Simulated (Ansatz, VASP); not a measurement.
**Two plane-wave programs on ZnCl3**

```
Zn Cl
1.0
     0.00000    3.41577    3.41577
     3.41577    0.00000    3.41577
     3.41577    3.41577    0.00000
Zn Cl
1 3
Direct
  0.00000 0.00000 0.00000
  0.25000 0.25000 0.25000
  0.75000 0.75000 0.75000
  0.50000 0.50000 0.50000
```

Change from the starting cell: species swapped into the ScZn3 type (Fm-3m, No. 225).

Alike in both runs: functional PBE; k mesh 4 × 4 × 4; occupations gaussian, width 0.1 eV; no spin polarisation.

Ansatz relaxed the structure, and its values are those at the end. VASP's run is a single point on that final structure, the one shown.

|  | VASP | Ansatz |
| --- | --- | --- |
| version | VASP 6.6.1 | Ansatz 0.2.0 |
| potentials or method | VASP PAW PBE potentials, release 64 (Zn, Cl), cutoff 520 eV | scalar-relativistic, plane waves, PAW |
| valence electrons in the cell | 33 | 33 |

```csv
,VASP,Ansatz,Ansatz less VASP
gap on the k mesh at the Fermi level (eV),none,none,-
pressure (GPa),-0.1,0.0,+0.07
```

A gap of «none» marks a metal or a gap that the smearing closes. With one functional, cell and mesh, what is left measures potentials, basis and numerics.

The k mesh is coarse, so the values compare programs but aren't converged.
